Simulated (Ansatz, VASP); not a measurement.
**Two plane-wave programs on Si4O7**

Contents of INCAR:

```
SYSTEM = Si4O7
PREC = Accurate
ENCUT = 520
EDIFF = 1E-7
ISMEAR = 0
SIGMA = 0.05
LREAL = .False.
LASPH = .True.
NELM = 80
ALGO = Normal
ISIF = 2
LWAVE = .False.
LCHARG = .False.
GGA = PE
NBANDS = 40
```

File KPOINTS:

```
regular mesh
0
Gamma
  6 6 6
  0 0 0
```

POSCAR

```
Si4O7
1.0
    0.0000000000      4.2357990674     -2.6899428419
    0.0000000000     -4.2357990674     -2.6899428419
   -4.2357990674      0.0000000000      2.6899428419
Si O
4 7
Direct
    0.2500000000      0.7500000000      0.5000000000
    0.7500000000      0.2500000000      0.5000000000
    0.0000000000      0.0000000000      1.0000000000
    0.5000000000      0.5000000000      1.0000000000
    1.0000000000      0.3069827092      0.3069827092
    0.5569827092      0.7500000000      0.8069827092
    0.0569827092      0.2500000000      0.8069827092
    0.0000000000      0.6930172908      0.6930172908
    0.5000000000      0.0965086454      0.5965086454
    0.9430172908      0.7500000000      0.1930172908
    0.4430172908      0.2500000000      0.1930172908
```

Input for Ansatz:

```yaml
crystal:
  lattice:
    - [0.0, 4.2357990674, -2.6899428419]
    - [0.0, -4.2357990674, -2.6899428419]
    - [-4.2357990674, 0.0, 2.6899428419]
  atoms:
    - { symbol: Si, position: [0.25, 0.75, 0.5] }
    - { symbol: Si, position: [0.75, 0.25, 0.5] }
    - { symbol: Si, position: [0.0, 0.0, 1.0] }
    - { symbol: Si, position: [0.5, 0.5, 1.0] }
    - { symbol: O, position: [1.0, 0.3069827092, 0.3069827092] }
    - { symbol: O, position: [0.5569827092, 0.75, 0.8069827092] }
    - { symbol: O, position: [0.0569827092, 0.25, 0.8069827092] }
    - { symbol: O, position: [0.0, 0.6930172908, 0.6930172908] }
    - { symbol: O, position: [0.5, 0.0965086454, 0.5965086454] }
    - { symbol: O, position: [0.9430172908, 0.75, 0.1930172908] }
    - { symbol: O, position: [0.4430172908, 0.25, 0.1930172908] }
basis:
  ecutwfc: 420
kpoints:
  mp_grid: { grid: [6, 6, 6] }
hamiltonian:
  xc: pbe
  pseudopotentials: { kind: paw, azcp: { folder: soft_1 } }
scf:
  occupations: { method: gaussian, width: 0.05 }
output:
  forces: true
  stress: true
  eigenvalues: true
  write_density: true
  write_potential: true
  elf: true
  volumetric_format: npy
```

Change from the starting cell: O vacancy; atom 9 moved 0.250 of the way to it and +0.000 Å across, host rigid.

Alike in both runs: task single point; functional PBE; k mesh 6 × 6 × 6; occupations gaussian, width 0.05 eV; no spin polarisation.

|  | VASP | Ansatz |
| --- | --- | --- |
| version | VASP 6.6.1 | Ansatz 0.2.0 |
| potentials or method | VASP PAW PBE potentials, release 64 (Si, O), cutoff 520 eV | scalar-relativistic, plane waves, PAW |
| valence electrons in the cell | 58 | 58 |

VASP gave:

| Item | Value |
| --- | --- |
| gap on the k mesh at the Fermi level (eV) | 1.01 |
| least direct gap on the mesh (eV) | 1.51 |
| pressure (GPa) | 18.5 |
| traceless stress, the component that is largest in VASP (GPa) | 21.93 |
| rms of the force components (eV/Å) | 3.205 |

Problem. Estimate Ansatz's values.

Solution. gap on the k mesh at the Fermi level (eV): 1.01; least direct gap on the mesh (eV): 1.51; pressure (GPa): 18.4; traceless stress, the component that is largest in VASP (GPa): 21.46; rms of the force components (eV/Å): 3.219.

Atom by atom the forces differ by 0.018 eV/Å (rms over components).
